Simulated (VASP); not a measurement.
# Zr (P6/mmm) in VASP: notebook

The runs below take Zr through relaxation of cell and atoms, with PBEsol.

All numbers are computed with VASP 6.6.1; they aren't measurements. Logs are shortened: lines on timing, memory, paths and dates and some standing lists are left out, and cuts for length are marked.

## Step 1: The cell of the first run

The structure is hexagonal, space group P6/mmm (No. 191). Conventional cell: a = 4.912 Å, b = 4.912 Å, c = 3.072 Å, α = 90.00°, β = 90.00°, γ = 120.00°. Within 4.0 Å of Zr (site symmetry 6/mmm) lie 14 Zr at 3.07 to 3.23 Å. Zr (site symmetry -6m2) has 11 Zr at 2.84 to 3.23 Å within 3.7 Å.

This isn't the form of Zr at room conditions, which is hcp.

## Step 2: Relaxation of cell and atoms, PBEsol, target pressure 6 GPa, at which the enthalpy is minimised

The input, INCAR:

```
SYSTEM = Zr
PREC = Accurate
ENCUT = 600
EDIFF = 1E-6
ISMEAR = 0
SIGMA = 0.05
LREAL = .False.
LASPH = .True.
NELM = 100
ALGO = Fast
ISIF = 3
LWAVE = .False.
LCHARG = .False.
GGA = PS
IBRION = 2
NSW = 80
EDIFFG = -0.01
PSTRESS = 60.0
```

The input, KPOINTS:

```
Automatic mesh
0
Gamma
  10 10 16
  0 0 0
```

The input, POSCAR:

```
Zr
1.0
    4.9117234737      0.0000000000      0.0000000000
   -2.4558617368      4.2536773046      0.0000000000
    0.0000000000      0.0000000000      3.0720109020
Zr
3
Direct
    0.0000000000      0.0000000000      0.0000000000
    0.3333333333      0.6666666667      0.5000000000
    0.6666666667      0.3333333333      0.5000000000
```

Potentials or basis: VASP PAW PBE potentials, release 64 (Zr_sv).

The run is started by

```sh
$ cat potpaw_PBE.64/Zr_sv/POTCAR > POTCAR
$ mpirun -np 1 vasp_std > vasp.out
```

OUTCAR:

```text
SYSTEM = Zr
   PREC = Accurate
   ENCUT = 600
   EDIFF = 1E-6
   ISMEAR = 0
   LREAL = .False.
   LASPH = .True.
   NELM = 100
   ISIF = 3
   GGA = PS
   IBRION = 2
   NSW = 80
   EDIFFG = -0.01
   PSTRESS = 60.0

 ion  position               nearest neighbor table
   1  0.000  0.000  0.000-   2 3.23   3 3.23   2 3.23   3 3.23   2 3.23   2 3.23   3 3.23   3 3.23
                             3 3.23   3 3.23   2 3.23   2 3.23
   2  0.333  0.667  0.500-   3 2.84   3 2.84   3 2.84   1 3.23   1 3.23   1 3.23   1 3.23   1 3.23
                             1 3.23
   3  0.667  0.333  0.500-   2 2.84   2 2.84   2 2.84   1 3.23   1 3.23   1 3.23   1 3.23   1 3.23
                             1 3.23

  LATTYP: Found a hexagonal cell.
 ALAT       =     4.9117234737
 C/A-ratio  =     0.6254445957

  Lattice vectors:

 A1 = (   4.9117234737,   0.0000000000,   0.0000000000)
 A2 = (  -2.4558617368,   4.2536773046,   0.0000000000)
 A3 = (   0.0000000000,   0.0000000000,   3.0720109020)

Analysis of symmetry for initial positions (statically):
=====================================================================
 Subroutine PRICEL returns:
 Original cell was already a primitive cell.

 Routine SETGRP: Setting up the symmetry group for a
 hexagonal supercell.

 Subroutine GETGRP returns: Found 24 space group operations
 (whereof 24 operations were pure point group operations)
 out of a pool of 24 trial point group operations.

The static configuration has the point symmetry D_6h.

Analysis of symmetry for dynamics (positions and initial velocities):
=====================================================================
 Subroutine PRICEL returns:
 Original cell was already a primitive cell.

 Routine SETGRP: Setting up the symmetry group for a
 hexagonal supercell.

 Subroutine GETGRP returns: Found 24 space group operations
 (whereof 24 operations were pure point group operations)
 out of a pool of 24 trial point group operations.

The dynamic configuration has the point symmetry D_6h.

 Subroutine INISYM returns: Found 24 space group operations
 (whereof 24 operations are pure point group operations),
 and found     1 'primitive' translations

----------------------------------------------------------------------------------------

                                     Primitive cell

  volume of cell :      64.1832

  direct lattice vectors                    reciprocal lattice vectors
     4.911723474  0.000000000  0.000000000     0.203594523  0.117545353  0.000000000
    -2.455861737  4.253677305  0.000000000     0.000000000  0.235090706  0.000000000
     0.000000000  0.000000000  3.072010902     0.000000000  0.000000000  0.325519678

  length of vectors
     4.911723474  4.911723474  3.072010902     0.235090706  0.235090706  0.325519678

  position of ions in fractional coordinates (direct lattice)
     0.000000000  0.000000000  0.000000000
     0.333333333  0.666666667  0.500000000
     0.666666667  0.333333333  0.500000000

  ion indices of the primitive-cell ions
   primitive index   ion index
                 1           1
                 2           2
                 3           3

----------------------------------------------------------------------------------------

 KPOINTS: Automatic mesh

Automatic generation of k-mesh.
 Grid dimensions read from file:
 generate k-points for:   10   10   16

 Generating k-lattice:

  Cartesian coordinates                     Fractional coordinates (reciprocal lattice)
     0.020359452  0.011754535  0.000000000     0.100000000  0.000000000  0.000000000
     0.000000000  0.023509071  0.000000000     0.000000000  0.100000000  0.000000000
     0.000000000  0.000000000  0.020344980     0.000000000  0.000000000  0.062500000

  Length of vectors
     0.023509071  0.023509071  0.020344980

  Shift w.r.t. Gamma in fractional coordinates (k-lattice)
     0.000000000  0.000000000  0.000000000

 Subroutine IBZKPT returns following result:
 ===========================================

 Found    126 irreducible k-points:

 Following reciprocal coordinates:
            Coordinates               Weight
  0.000000  0.000000  0.000000      1.000000
  0.100000  0.000000  0.000000      6.000000
  0.200000  0.000000  0.000000      6.000000
  0.300000  0.000000  0.000000      6.000000
  0.400000  0.000000  0.000000      6.000000
  0.500000  0.000000  0.000000      3.000000
[... 16 lines left out ...]
  0.300000  0.100000  0.062500     24.000000
  0.400000  0.100000  0.062500     24.000000
 [... further k-points ...]
   k-points           NKPTS =    126   k-points in BZ     NKDIM =    126   number of bands    NBANDS=     22
   number of dos      NEDOS =    301   number of ions     NIONS =      3
   total plane-waves  NPLWV =  44800
   dimension x,y,z NGX =    40 NGY =   40 NGZ =   28
   dimension x,y,z NGXF=    80 NGYF=   80 NGZF=   56
   ions per type =               3
   NGX,Y,Z   is equivalent  to a cutoff of  13.54, 13.54, 15.15 a.u.
   NGXF,Y,Z  is equivalent  to a cutoff of  27.08, 27.08, 30.31 a.u.
 SYSTEM =  Zr
   PREC   = accura    normal or accurate (medium, high low for compatibility)
   ISTART =      0    job   : 0-new  1-cont  2-samecut
   ICHARG =      2    charge: 1-file 2-atom 10-const
   ISPIN  =      1    spin polarized calculation?
   LNONCOLLINEAR =      F non collinear calculations
   LSORBIT =      F    spin-orbit coupling
   LASPH  =      T    aspherical Exc in radial PAW
   ENCUT  =  600.0 eV  44.10 Ry    6.64 a.u.   9.81  9.81  6.14*2*pi/ulx,y,z
   NELM   =    100;   NELMIN=  2; NELMDL= -5     # of ELM steps
   EDIFF  = 0.1E-05   stopping-criterion for ELM
   LREAL  =      F    real-space projection
   EDIFFG = -.1E-01   stopping-criterion for IOM
   NSW    =     80    number of steps for IOM
   IBRION =      2    ionic relax: 0-MD 1-quasi-New 2-CG
   NFREE  =      1    steps in history (QN), initial steepest desc. (CG)
   ISIF   =      3    stress and relaxation
   ISYM   =      2    0-nonsym 1-usesym 2-fastsym
   POTIM  = 0.5000    time-step for ionic-motion
   TEBEG  =    0.0;   TEEND  =   0.0 temperature during run
   PSTRESS=   60.0 pullay stress
   NELECT =      36.0000    total number of electrons
   NUPDOWN=      -1.0000    fix difference up-down
   EMIN   =  10.00;   EMAX   =-10.00  energy-range for DOS
   EFERMI =   0.00;   METHOD = LEGACY
   ISMEAR =     0;   SIGMA  =   0.05  broadening in eV -4-tet -1-fermi 0-gaus
   EFERMI_NEDOS =   21; number of points for ismear=-14 and -15
   IALGO  =     68    algorithm
   IMIX   =      4    mixing-type and parameters
     AMIX     =   0.40;   BMIX     =  1.00
     AMIX_MAG =   1.60;   BMIX_MAG =  1.00
  volume/ion in A,a.u.               =      21.39       144.38
  Fermi-wavevector in a.u.,A,eV,Ry     =   1.350108  2.551335 24.800595  1.822792
  Thomas-Fermi vector in A             =   2.477640
   LORBIT       =      0    0 simple, 1 ext, 2 COOP (PROOUT), +10 PAW based schemes
   GGA     = PS    functional components
   LHFCALC =     F    Hartree Fock is set to
   AEXX    =    0.0000 exact exchange contribution
   IVDW    =     0    specifies the selected vdW correction
   LEPSILON=     F    determine dielectric tensor
   LRPA    =     F    only Hartree local field effects (RPA)
 conjugate gradient relaxation of ions
 non-spin polarized calculation
 RMM-DIIS sequential band-by-band and
 Gauss-broadening in eV      SIGMA  =   0.05
  energy-cutoff  :      600.00
  volume of cell :       64.18
 maximum number of plane-waves:      2162
 NGX is ok and might be reduce to    40
   NGX = 19   NGY = 19   NGZ = 13

--------------------------------------- Ionic step        1  -------------------------------------------

 number of electron      36.0000000 magnetization

 Free energy of the ion-electron system (eV)
  ---------------------------------------------------
  ext. energy  EPLUGINS =         0.00000000
  ---------------------------------------------------
  free energy    TOTEN  =       -27.24309765 eV

  energy without entropy =      -27.24030534  energy(sigma->0) =      -27.24170149

------------------------ aborting loop because EDIFF is reached ----------------------------------------

  FORCE on cell =-STRESS in cart. coord.  units (eV):
  Direction    XX          YY          ZZ          XY          YZ          ZX
  --------------------------------------------------------------------------------------
  -------------------------------------------------------------------------------------
  Total        1.6467482      1.6467482      1.6337657      0.0000000      0.0000000     -0.0000000
  in kB       41.1070760     41.1070760     40.7829998      0.0000000      0.0000000     -0.0000000
  external PRESSURE =     -19.0009494 kB  Pullay stress =      60.0000000 kB
[... 24 lines left out ...]
  enthalpy is  TOTEN    =       -24.8394994552 eV   P V=        2.4035981940

--------------------------------------- Ionic step        2  -------------------------------------------

 number of electron      36.0000000 magnetization

 E-fermi :  10.1294     XC(G=0): -11.7683

 val. band max:       10.1272261887   @ k =   0.5000   0.0000   0.1250
 cond. band min:      10.1409571182   @ k =   0.3000   0.2000   0.0000
 fundamental gap:      0.0137309295
 Fermi energy:        10.1294214699

 k-point     1 :       0.0000    0.0000    0.0000
  band No.  band energies     occupation
      1     -38.3849      2.00000
      2     -38.1259      2.00000
      3     -37.8635      2.00000
      4     -16.7593      2.00000
      5     -16.7593      2.00000
      6     -16.6323      2.00000
[... 627 lines left out ...]
  enthalpy is  TOTEN    =       -24.8347120729 eV   P V=        2.3164110668

--------------------------------------- Ionic step        3  -------------------------------------------

 number of electron      36.0000000 magnetization

 Free energy of the ion-electron system (eV)
  ---------------------------------------------------
  ext. energy  EPLUGINS =         0.00000000
  ---------------------------------------------------
  free energy    TOTEN  =       -27.21145970 eV

  energy without entropy =      -27.20882307  energy(sigma->0) =      -27.21014138

 E-fermi :   9.8817     XC(G=0): -11.6676

 val. band max:        9.8627485402   @ k =   0.0000   0.0000   0.0625
 cond. band min:       9.8912575428   @ k =   0.5000   0.0000   0.1250
 fundamental gap:      0.0285090027
 Fermi energy:         9.8817236790

 k-point     1 :       0.0000    0.0000    0.0000
  band No.  band energies     occupation
      1     -38.6787      2.00000
      2     -38.4224      2.00000
      3     -38.1714      2.00000
      4     -17.0110      2.00000
      5     -17.0110      2.00000
      6     -16.9109      2.00000
[... 621 lines left out ...]
  FREE ENERGIE OF THE ION-ELECTRON SYSTEM (eV)
  ---------------------------------------------------
  free  energy   TOTEN  =       -27.2114596964 eV

  energy  without entropy=      -27.2088230722  energy(sigma->0) =      -27.21014138

  enthalpy is  TOTEN    =       -24.8455702606 eV   P V=        2.3658894359

 reached required accuracy - stopping structural energy minimisation
```

Wall time 16 min (1 thread of Oxide Virtual Turin-like, shared host); peak memory 0.3 GiB.

Results:

```yaml
Free_energy: -27.2115 eV
Relaxed_volume: 21.06 Å³/atom
Relaxed_cell: a = 4.886 Å, b = 4.886 Å, c = 3.056 Å, α = 90.00°, β = 90.00°, γ = 120.00°
Space_group_after_relaxing_to_0.1_Å: P6/mmm (No. 191)
Energy_change_on_relaxing_the_run_minimises_the_enthalpy: +10.5 meV/atom
Ionic_steps: 3
Pressure_after_relaxing: 6.0 GPa
Band_gap_on_the_k_mesh: zero (bands 18 and 19 overlap by 0.72 eV)
```

The path:
| step | energy change (eV) | largest force (eV/Å) | pressure (GPa) | volume (Å³) |
| --- | --- | --- | --- | --- |
| 1 | 0.0000 | 0.0000 | 4.10 | 64.18 |
| 2 | 0.0920 | 0.0000 | 8.69 | 61.86 |
| 3 | 0.0316 | 0.0000 | 5.99 | 63.18 |

Final structure:
```
Zr
1.0
     4.88605    0.00000    0.00000
    -2.44302    4.23144    0.00000
     0.00000    0.00000    3.05568
Zr
3
Direct
  0.00000 0.00000 0.00000
  0.33333 0.66667 0.50000
  0.66667 0.33333 0.50000
```

Levels at points of the mesh, in eV from the Fermi level:
```tsv
k point	band 16	band 17	band 18	band 19	band 20	band 21
(0.00, 0.00, 0.00)	-0.46	-0.41	-0.41	-0.18	0.88	1.73
(0.50, 0.00, 0.00)	-0.75	-0.73	-0.56	-0.06	0.76	1.13
(0.00, 0.00, 0.50)	-2.11	-2.07	-1.26	1.27	1.27	1.85
(0.50, 0.00, 0.50)	-1.71	-0.89	-0.45	0.23	0.98	1.56
```

Caveat: the cell is relaxed towards a set pressure, so the run minimises the enthalpy, not the energy; the PAW data sets were made with another functional, which shifts forces and pressure a little.

## Step 3: Relaxation of cell and atoms, PBEsol, target pressure 4 GPa, at which the enthalpy is minimised

This run uses another cell than the first one, of 21.78 Å³/atom.

The input, INCAR:

```
SYSTEM = Zr
ALGO = Fast ; EDIFF = 1E-7
EDIFFG = -0.01 ; ENCUT = 600
GGA = PS ; IBRION = 2
ISIF = 3 ; ISMEAR = 0
LASPH = .True. ; LCHARG = .False.
LREAL = .False. ; LWAVE = .False.
NELM = 60 ; NSW = 80
PREC = Accurate ; PSTRESS = 40.0
SIGMA = 0.05
```

The input, KPOINTS:

```
k-points
0
Gamma
  10 10 16
  0 0 0
```

The input, POSCAR:

```
Zr
1.0
    4.9410275038      0.0000000000      0.0000000000
   -2.4705137519      4.2790553391      0.0000000000
    0.0000000000      0.0000000000      3.0902129746
Zr
3
Direct
    0.0000000000      0.0000000000      0.0000000000
    0.3333333333      0.6666666667      0.5000000000
    0.6666666667      0.3333333333      0.5000000000
```

Potentials or basis: VASP PAW PBE potentials, release 64 (Zr_sv).

The run is started by

```sh
$ cat potpaw_PBE.64/Zr_sv/POTCAR > POTCAR
$ mpirun -np 1 vasp_std > vasp.out
```

Run time: 28 min. Hardware: 1 thread of Oxide Virtual Turin-like, shared host; peak memory 0.3 GiB.

It converged, with:

```yaml
Free_energy: -27.2452 eV
Relaxed_volume: 21.42 Å³/atom
Relaxed_cell: a = 4.914 Å, b = 4.914 Å, c = 3.073 Å, α = 90.00°, β = 90.00°, γ = 120.00°
Space_group_after_relaxing_to_0.1_Å: P6/mmm (No. 191)
Energy_change_on_relaxing_the_run_minimises_the_enthalpy: +6.9 meV/atom
Ionic_steps: 3
Pressure_after_relaxing: 4.0 GPa
Band_gap_on_the_k_mesh: zero (bands 18 and 19 overlap by 0.69 eV)
```

Step by step:
```
step  energy change (eV)  largest force (eV/Å)  pressure (GPa)  volume (Å³)
   1              0.0000                0.0000            2.09        65.34
   2              0.0640                0.0000            6.50        62.92
   3              0.0206                0.0000            3.99        64.25
```

Final structure:
```
CELL_PARAMETERS angstrom
4.91357 0.00000 0.00000
-2.45678 4.25527 0.00000
0.00000 0.00000 3.07275
ATOMIC_POSITIONS crystal
Zr 0.00000 0.00000 0.00000
Zr 0.33333 0.66667 0.50000
Zr 0.66667 0.33333 0.50000
```

Levels at points of the mesh, in eV from the Fermi level:
```tsv
k point	band 15	band 16	band 17	band 18	band 19	band 20	band 21	band 22
(0.00, 0.00, 0.00)	-0.47	-0.47	-0.42	-0.42	-0.18	0.87	1.71	1.71
(0.50, 0.00, 0.00)	-3.08	-0.72	-0.70	-0.55	-0.05	0.74	1.12	1.93
(0.00, 0.00, 0.50)	-2.09	-2.07	-2.07	-1.29	1.25	1.25	1.80	1.80
(0.50, 0.00, 0.50)	-2.14	-1.67	-0.87	-0.46	0.24	0.97	1.48	1.57
```

Caveat: the cell is relaxed towards a set pressure, so the run minimises the enthalpy, not the energy; the PAW data sets were made with another functional, which shifts forces and pressure a little.

[end of part 1 of 2]

The gap in the log of VASP goes by the Fermi energy; the results here count the filled bands.